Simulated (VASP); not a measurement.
Input of a VASP 6.6.1 run:

INCAR

```
SYSTEM = Ag
PREC = Accurate
ENCUT = 500
EDIFF = 1E-6
ISMEAR = 0
SIGMA = 0.1
LREAL = .FALSE.
LASPH = .TRUE.
NELM = 200
ALGO = Normal
ISIF = 2
LWAVE = .FALSE.
LCHARG = .FALSE.
LMAXMIX = 4
LDAU = .TRUE.
LDAUTYPE = 1
LDAUL = 2
LDAUU = 6.3
LDAUJ = 0.63
LDAUPRINT = 1
GGA = PE
NBANDS = 18
GGA_COMPAT = .FALSE.
```

The input KPOINTS:

```
regular mesh
0
G
  6 6 4
  0 0 0
```

POSCAR

```
Ag
1.0
    2.9222991408      0.0000000000      0.0000000000
   -1.4611495704      2.5307852934      0.0000000000
    0.0000000000      0.0000000000      4.7016618100
Ag
2
Direct
    0.3333333333      0.6666666667      0.2500000000
    0.6666666667      0.3333333333      0.7500000000
```

Potentials or basis: VASP PAW PBE potentials, release 64 (Ag).

Run with:

```bash
$ cat potpaw_PBE.64/Ag/POTCAR > POTCAR
$ mpirun -np 1 vasp_std > vasp.out
```

Estimate the pressure.

2.1 GPa.

What does it give for the band gap on the k mesh?

Zero (bands 11 and 12 overlap by 8.86 eV).

Eigenvalues of the final occupation matrices:
```csv
site,spin,trace,eigenvalues
site 1 d,1,4.74,0.95 0.95 0.95 0.95 0.95
site 1 d,2,4.74,0.95 0.95 0.95 0.95 0.95
site 2 d,1,4.74,0.95 0.95 0.95 0.95 0.95
site 2 d,2,4.74,0.95 0.95 0.95 0.95 0.95
```

Caveat: the k points lie up to 0.41 Å⁻¹ apart, too coarse for converged energies and pressures of a metal; U without spin polarisation on a metal has little footing; the U is typed as a test and isn't derived for this compound.
